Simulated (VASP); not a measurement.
Input of a VASP 6.6.1 run:

Contents of POSCAR:

```
NaF
1.0
    0.0000000000      2.2536010000      2.2536010000
    2.2536010000      0.0000000000      2.2536010000
    2.2536010000      2.2536010000      0.0000000000
Na F
1 1
Direct
    0.0000000000      0.0000000000      0.0000000000
    0.5000000000      0.5000000000      0.5000000000
```

Contents of INCAR.step1:

```
SYSTEM = NaF
ALGO = Normal ; EDIFF = 1E-4
ENCUT = 520 ; GGA = PE
ISMEAR = 0 ; LASPH = .True.
LCHARG = .False. ; LREAL = .False.
LWAVE = .True. ; NBANDS = 14
NELM = 80 ; PREC = Accurate
SIGMA = 0.05
```

File INCAR.step2:

```
SYSTEM = NaF
ALGO = Normal ; EDIFF = 1E-6
ENCUT = 520 ; ISIF = 2
ISMEAR = 0 ; ISTART = 1
LASPH = .True. ; LCHARG = .False.
LMIXTAU = .True. ; LREAL = .False.
LWAVE = .False. ; METAGGA = R2SCAN
NBANDS = 14 ; NELM = 80
PREC = Accurate ; SIGMA = 0.05
```

Contents of KPOINTS:

```
k-points
0
Gamma
  8 8 8
  0 0 0
```

Potentials or basis: VASP PAW PBE potentials, release 64 (Na_pv, F).

Launch:

```console
$ cat potpaw_PBE.64/Na_pv/POTCAR potpaw_PBE.64/F/POTCAR > POTCAR
$ cp INCAR.step1 INCAR
$ mpirun -np 1 vasp_std > vasp.out
$ cp INCAR.step2 INCAR
$ mpirun -np 1 vasp_std > vasp.out
```

Problem. What does it give for the band gap on the k mesh?

Solution. 7.67 eV, direct.

Problem. Predict the pressure.

Solution. 2.9 GPa.

Caveat: the cell differs from its parent crystal (strain -0.030 along x and y, -0.030 along z); the PAW data sets were made with another functional, which shifts forces and pressure a little.
